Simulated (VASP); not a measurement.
The system is SiC.

```
CELL_PARAMETERS angstrom
-6.18387 0.00000 -5.07429
3.09194 5.35539 -5.07429
3.09194 -5.35539 -5.07429
ATOMIC_POSITIONS crystal
Si 0.66681 0.33347 0.50014
Si 0.33347 0.00014 0.16681
Si 0.50014 0.16681 0.83347
Si 0.00014 0.16681 0.33347
Si 0.50014 0.66681 0.33347
Si 0.16681 0.33347 0.00014
Si 0.83347 0.00014 0.66681
Si 0.66681 0.83347 0.00014
Si 0.33347 0.50014 0.66681
Si 0.16681 0.83347 0.50014
Si 0.83347 0.50014 0.16681
Si 0.00014 0.66681 0.83347
Si 0.33347 0.16681 0.50014
Si 0.00014 0.83347 0.16681
Si 0.16681 0.00014 0.83347
Si 0.66681 0.00014 0.33347
Si 0.16681 0.50014 0.33347
Si 0.83347 0.16681 0.00014
Si 0.50014 0.83347 0.66681
Si 0.33347 0.66681 0.00014
Si 0.00014 0.33347 0.66681
Si 0.83347 0.66681 0.50014
Si 0.50014 0.33347 0.16681
Si 0.66681 0.50014 0.83347
C 0.54153 0.20819 0.37486
C 0.20819 0.87486 0.04153
C 0.37486 0.04153 0.70819
C 0.87486 0.04153 0.20819
C 0.37486 0.54153 0.20819
C 0.04153 0.20819 0.87486
C 0.70819 0.87486 0.54153
C 0.54153 0.70819 0.87486
C 0.20819 0.37486 0.54153
C 0.04153 0.70819 0.37486
C 0.70819 0.37486 0.04153
C 0.87486 0.54153 0.70819
C 0.54153 0.37486 0.70819
C 0.20819 0.04153 0.37486
C 0.37486 0.20819 0.04153
C 0.87486 0.20819 0.54153
C 0.37486 0.70819 0.54153
C 0.04153 0.37486 0.20819
C 0.70819 0.04153 0.87486
C 0.54153 0.87486 0.20819
C 0.20819 0.54153 0.87486
C 0.04153 0.87486 0.70819
C 0.70819 0.54153 0.37486
C 0.87486 0.70819 0.04153
```

Base run:

| Quantity | Value |
| --- | --- |
| Program | VASP 6.6.1 |
| Functional | PBE |
| Potentials or basis | VASP PAW PBE potentials, release 64 (Si, C) |
| Cutoff | 520 eV |
| k mesh | 2 × 2 × 2 |
| Occupations | gaussian, width 0.01 eV |
| Spin | no spin polarisation |

Its results: band gap on the k mesh 2.75 eV; pressure 0.0 GPa.

Problem. The run is repeated on the same cell with these changes: k mesh from 2 × 2 × 2 to 1 × 1 × 1; further incar settings from LREAL = Auto; ALGO = Normal; EDIFF = 1e-06; NBANDS = 126 to LREAL = Auto; ALGO = Normal; EDIFF = 1e-07; NBANDS = 126. What comes out?

Solution. Band gap on the k mesh 2.77 eV; pressure -1.4 GPa.

Caveats: some runs use coarse meshes.

A k mesh can miss the band edges.
